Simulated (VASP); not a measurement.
Crystal: CeSi2Ni2.

```
CELL_PARAMETERS angstrom
0.00000 4.05404 0.00000
4.05404 0.00000 0.00000
2.02702 2.02702 -4.82138
ATOMIC_POSITIONS crystal
Si 0.37080 0.37080 0.25840
Si 0.62920 0.62920 0.74160
Ni 0.25000 0.75000 0.50000
Ni 0.75000 0.25000 0.50000
Ce 0.00000 0.00000 0.00000
```

Base run:

```yaml
Program: VASP 6.6.1
Functional: r2SCAN
Potentials_or_basis: VASP PAW PBE potentials, release 64 (Si, Ni, Ce)
Cutoff: 520 eV
k_mesh: 5 × 5 × 5
Occupations: fermi-dirac, width 0.0137 eV
Spin: collinear spin, ferromagnetic start
Starting_moments: "[0.0, 0.0, 0.0, 0.0, 1.0] μB"
Hubbard_terms: Ce f U = 2.06 eV, Ni d U = 2.45 eV
```

Its results: pressure -6.7 GPa; net moment -0.06 μB per cell; site moments Si +0.00; Ni +0.02; Ce -0.09 μB; largest force 0.240 eV/Å.

The run is repeated on the same cell with these changes: further incar settings from ALGO = Normal; EDIFF = 1e-06; NBANDS = 32 to ALGO = Normal; EDIFF = 1e-07; NBANDS = 32; dispersion from none to D4. What comes out?

Pressure -7.8 GPa; net moment -0.06 μB per cell; site moments Si +0.00; Ni +0.02; Ce -0.09 μB; largest force 0.231 eV/Å.

Caveats: the magnetic or orbital state may not be the lowest; the cell stands under tension; the PAW data sets were made with another functional, which shifts forces and pressure a little.
